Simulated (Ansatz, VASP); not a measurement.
Given: the input of a run of VASP 6.6.1 on KCl.

Contents of INCAR:

```
SYSTEM = KCl
PREC = Accurate
ENCUT = 520
EDIFF = 1E-6
ISMEAR = -1
SIGMA = 0.05
LREAL = .False.
LASPH = .True.
NELM = 80
ALGO = Normal
ISIF = 2
LWAVE = .False.
LCHARG = .False.
GGA = CA
NBANDS = 15
```

KPOINTS

```
Automatic mesh
0
Gamma
  7 7 7
  0 0 0
```

The input POSCAR:

```
KCl
1.0
    3.7608230702      0.0000000000      0.0000000000
    0.0000000000      3.7608230702      0.0000000000
    0.0000000000      0.0000000000      3.7608230702
K Cl
1 1
Direct
    0.0000000000      0.0000000000      0.0000000000
    0.5000000000      0.5000000000      0.5000000000
```

Potentials or basis: VASP PAW LDA potentials, release 64 (K_sv, Cl).

Command:

```bash
$ cat potpaw_LDA.64/K_sv/POTCAR potpaw_LDA.64/Cl/POTCAR > POTCAR
$ mpirun -np 1 vasp_std > vasp.out
```

Translate it to Ansatz 0.2.0. Potentials there: Ansatz PAW.

As run (the cutoff follows the program's own potentials):

Contents of input.yaml:

```yaml
crystal:
  lattice:
    - [3.7608230702, 0.0, 0.0]
    - [0.0, 3.7608230702, 0.0]
    - [0.0, 0.0, 3.7608230702]
  atoms:
    - { symbol: K, position: [0.0, 0.0, 0.0] }
    - { symbol: Cl, position: [0.5, 0.5, 0.5] }
hamiltonian:
  xc: lda
  pseudopotentials: { kind: paw }
kpoints:
  mp_grid: { grid: [7, 7, 7] }
scf:
  occupations: { method: fermi_dirac, width: 0.05 }
output:
  forces: true
  stress: true
  eigenvalues: true
```

Potentials or basis: Ansatz PAW.

Command:

```bash
$ ansatz run input.yaml --threads 2 --pin off --max-ram 5632MiB --backend cpu --events-out ev --progress --plain --runs-dir out
```

Both were run:

|  | VASP | Ansatz | Ansatz less VASP |
| --- | --- | --- | --- |
| gap on the k mesh at the Fermi level (eV) | 4.66 | 4.65 | -0.007 |
| least direct gap on the mesh (eV) | 4.85 | 4.85 | -0.007 |
| pressure (GPa) | -2.2 | -2.3 | -0.05 |

LDA's correlation is that of Perdew and Zunger in VASP and of Perdew and Wang (1992) in Ansatz.

Noted on Ansatz's run: odd divisions of the mesh miss points on the zone boundary, where band edges often lie, so the gap on the mesh can be too wide.
